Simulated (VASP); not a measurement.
## Os: vibrations by perturbation theory with PBEsol

The system is Os.

```
CELL_PARAMETERS angstrom
2.72967 0.00000 0.00000
-1.36483 2.36396 0.00000
0.00000 0.00000 4.30701
ATOMIC_POSITIONS crystal
Os 0.33333 0.66667 0.25000
Os 0.66667 0.33333 0.75000
```

```
Program                : VASP 6.6.1
Task                   : vibrations by perturbation theory
Functional             : PBEsol
Potentials or basis    : VASP PAW PBE potentials, release 64 (Os)
Cutoff                 : 520 eV
k mesh                 : 14 × 14 × 8
Occupations            : fermi-dirac, width 0.08 eV
Spin                   : no spin polarisation
Dipole correction      : no
Further INCAR settings : ALGO = Normal; EDIFF = 1e-08; NBANDS = 15; IBRION = 8; NSW = 1
```

The highest phonon frequency at Γ is 222 cm⁻¹.

Phonon frequencies in cm⁻¹ (negative: imaginary):
```csv
q point,frequencies
"(0.000, 0.000, 0.000)",0 0 0 161 161 222
```

Run time: 5.2 min on 1 thread of Oxide Virtual Turin-like Processor (shared host), peak memory 0.45 GiB.
